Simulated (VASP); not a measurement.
# LiF (P6_3mc) in VASP: further runs, part 2 of 2

VASP 6.6.1.

### Step 4. Single point, PBE

This run uses another cell than the first one, of 10.37 Å³/atom.

Input file INCAR:

```
SYSTEM = LiF
ALGO = Normal
EDIFF = 1E-6
ENCUT = 520
GGA = PE
ISIF = 2
ISMEAR = 0
LASPH = .TRUE.
LCHARG = .TRUE.
LELF = .TRUE.
LREAL = .FALSE.
LVHAR = .TRUE.
LWAVE = .FALSE.
NBANDS = 18
NELM = 80
PREC = Accurate
SIGMA = 0.01
```

Input file KPOINTS:

```
k-points
0
G
  9 9 4
  0 0 0
```

Input file POSCAR:

```
LiF
1.0
    3.1245909946      0.0000000000      0.0000000000
   -1.5622954973      2.7059751778      0.0000000000
    0.0000000000      0.0000000000      4.9040679987
Li F
2 2
Direct
    0.3333333333      0.6666666667      0.3808966878
    0.6666666667      0.3333333333      0.8808966878
    0.3333333333      0.6666666667      0.9941013122
    0.6666666667      0.3333333333      0.4941013122
```

Potentials or basis: VASP PAW PBE potentials, release 64 (Li_sv, F).

Launch:

```
cat potpaw_PBE.64/Li_sv/POTCAR potpaw_PBE.64/F/POTCAR > POTCAR
mpirun -np 1 vasp_std > vasp.out
```

OUTCAR:

```text
SYSTEM = LiF
   EDIFF = 1E-6
   ENCUT = 520
   GGA = PE
   ISIF = 2
   ISMEAR = 0
   LASPH = .TRUE.
   LREAL = .FALSE.
   NELM = 80
   PREC = Accurate

 ion  position               nearest neighbor table
   1  0.333  0.667  0.381-   4 1.89   4 1.89   4 1.89   3 1.90
   2  0.667  0.333  0.881-   3 1.89   3 1.89   3 1.89   4 1.90
   3  0.333  0.667  0.994-   2 1.89   2 1.89   2 1.89   1 1.90
   4  0.667  0.333  0.494-   1 1.89   1 1.89   1 1.89   2 1.90

  LATTYP: Found a hexagonal cell.
 ALAT       =     3.1245909946
 C/A-ratio  =     1.5695071794

  Lattice vectors:

 A1 = (   3.1245909946,   0.0000000000,   0.0000000000)
 A2 = (  -1.5622954973,   2.7059751778,   0.0000000000)
 A3 = (   0.0000000000,   0.0000000000,   4.9040679987)

Analysis of symmetry for initial positions (statically):
=====================================================================
 Subroutine PRICEL returns:
 Original cell was already a primitive cell.

 Routine SETGRP: Setting up the symmetry group for a
 hexagonal supercell.

[... 172 lines left out ...]

 E-fermi :  -2.6196     XC(G=0):  -8.6439

 val. band max:       -2.6674475171   @ k =   0.0000   0.0000   0.0000
 cond. band min:       4.9231228395   @ k =   0.0000   0.0000   0.0000
 fundamental gap:      7.5905703566
 Fermi energy:        -2.6195813263

 k-point     1 :       0.0000    0.0000    0.0000
  band No.  band energies     occupation
      1     -43.2202      2.00000
      2     -43.1867      2.00000
      3     -22.0316      2.00000
      4     -21.8159      2.00000
      5      -4.6973      2.00000
      6      -3.1009      2.00000
[... 481 lines left out ...]
      5      -4.4487      2.00000
      6      -3.8544      2.00000
[... 10 lines left out ...]
     17      16.1640      0.00000
     18      17.9534      0.00000

 [... further k-points ...]

------------------------ aborting loop because EDIFF is reached ----------------------------------------

  FORCE on cell =-STRESS in cart. coord.  units (eV):
  Direction    XX          YY          ZZ          XY          YZ          ZX
  --------------------------------------------------------------------------------------
  -------------------------------------------------------------------------------------
  Total       -0.0483580     -0.0483580     -0.0601066      0.0000000      0.0000000      0.0000000
  in kB       -1.8685526     -1.8685526     -2.3225198      0.0000000      0.0000000      0.0000000
  external PRESSURE =      -2.0198750 kB  Pullay stress =       0.0000000 kB

 VOLUME and BASIS-vectors are now :
 -----------------------------------------------------------------------------
  energy-cutoff  :      520.00
  volume of cell :       41.46
      direct lattice vectors                 reciprocal lattice vectors
     3.124590995  0.000000000  0.000000000     0.320041888  0.184776270  0.000000000
    -1.562295497  2.705975178  0.000000000     0.000000000  0.369552540  0.000000000
     0.000000000  0.000000000  4.904067999     0.000000000  0.000000000  0.203912344

 POSITION                                       TOTAL-FORCE (eV/Angst)
 -----------------------------------------------------------------------------------
     -0.00000      1.80398      1.86794        -0.000000      0.000000     -0.000755
      1.56230      0.90199      4.31998        -0.000000      0.000000     -0.000755
     -0.00000      1.80398      4.87514        -0.000000      0.000000      0.000755
      1.56230      0.90199      2.42311         0.000000      0.000000      0.000755
 -----------------------------------------------------------------------------------
    total drift:                                0.000000      0.000001     -0.004962

  FREE ENERGIE OF THE ION-ELECTRON SYSTEM (eV)
  ---------------------------------------------------
  free  energy   TOTEN  =       -19.3003867206 eV

  energy  without entropy=      -19.3003867206  energy(sigma->0) =      -19.30038672
```

stdout:

```text
POSCAR found type information on POSCAR LiF
 POSCAR found :  2 types and       4 ions
 scaLAPACK will be used
 LDA part: xc-table for (Slater+PW92), standard interpolation
 POSCAR, INCAR and KPOINTS ok, starting setup
 FFT: planning ... GRIDC
 FFT: planning ... GRID_SOFT
 FFT: planning ... GRID
 WAVECAR not read
 entering main loop
```

It took 16 s on 1 thread of Intel Xeon Platinum 8488C (Sapphire Rapids), shared host; peak memory 0.15 GiB.

Results:

| Item | Value |
| --- | --- |
| Free energy | -19.3004 eV |
| Band gap on the k mesh | 7.59 eV |

Caveat: the cutoff is under 1.25 times the usual one of these potentials, so pressure, stress and relaxed cells hold a basis-set (Pulay) error; an odd mesh through Γ misses points on the zone boundary, where band edges can lie.

### Step 5. Single point, PBE (10.68 Å³/atom)

This run uses another cell than the first one, of 10.68 Å³/atom.

Input file INCAR:

```
  PREC = Accurate
  ENCUT = 520
  EDIFF = 1E-6
  ISMEAR = 0
  SIGMA = 0.01
  LREAL = F
  LASPH = T
  NELM = 80
  ALGO = Normal
  ISIF = 2
  LWAVE = F
  LCHARG = F
  GGA = PE
  NBANDS = 18
```

Input file KPOINTS:

```
Automatic mesh
0
Gamma
  9 9 4
```

Input file POSCAR:

```
LiF
1.0
    3.1555295512      0.0000000000      0.0000000000
   -1.5777647756      2.7327687537      0.0000000000
    0.0000000000      0.0000000000      4.9526262854
Li F
2 2
Direct
    0.3333333333      0.6666666667      0.3808966878
    0.6666666667      0.3333333333      0.8808966878
    0.3333333333      0.6666666667      0.9941013122
    0.6666666667      0.3333333333      0.4941013122
```

Launch:

```
cat potpaw_PBE.64/Li_sv/POTCAR potpaw_PBE.64/F/POTCAR > POTCAR
mpirun -np 1 vasp_std > vasp.out
```

It took 21 s on 1 thread of Intel Xeon Platinum 8488C (Sapphire Rapids), shared host; peak memory 0.15 GiB.

Results (log left out):

| Quantity | Value |
| --- | --- |
| Free energy | -19.2962 eV |
| Largest force | 0.004 eV/Å |
| Band gap on the k mesh | 7.44 eV |

Forces in eV/Å, atoms in the order of the input:
```
Li   0.000  0.000 -0.004
Li   0.000  0.000 -0.004
F    0.000  0.000  0.004
F    0.000  0.000  0.004
```

Levels at points of the mesh, in eV from the valence-band top:
```
           k point  band 7  band 8  band 9  band 10  band 11  band 12  band 13  band 14
(0.00, 0.00, 0.00)   -0.42   -0.13   -0.13     0.00     7.44    11.61    14.57    18.02
(0.00, 0.00, 0.50)   -0.27   -0.27   -0.27    -0.27     9.08     9.08    17.02    17.02
```

Caveat: the cutoff is under 1.25 times the usual one of these potentials, so pressure, stress and relaxed cells hold a basis-set (Pulay) error; an odd mesh through Γ misses points on the zone boundary, where band edges can lie.

### Step 6. Overview

```csv
cell,gap on the mesh (eV)
"a = 3.061, b = 3.061, c = 4.804 Å, angles 90.0, 90.0, 120.0°, 4 atoms",7.92
"a = 3.093, b = 3.093, c = 4.855 Å, angles 90.0, 90.0, 120.0°, 4 atoms",7.75
"a = 3.125, b = 3.125, c = 4.904 Å, angles 90.0, 90.0, 120.0°, 4 atoms",7.59
"a = 3.156, b = 3.156, c = 4.953 Å, angles 90.0, 90.0, 120.0°, 4 atoms",7.44
```

Alike in all rows: task single point; level PBE; potentials or basis VASP PAW PBE potentials, release 64 (Li_sv, F); no spin polarisation; k mesh 9 × 9 × 4; cutoff (eV) 520; smearing gaussian 0.01 eV.

Caveats: the cutoff is under 1.25 times the usual one of these potentials, so pressure, stress and relaxed cells hold a basis-set (Pulay) error; an odd mesh through Γ misses points on the zone boundary, where band edges can lie.

Total energies depend on the potentials used, so only differences within one code and one set of settings carry meaning.
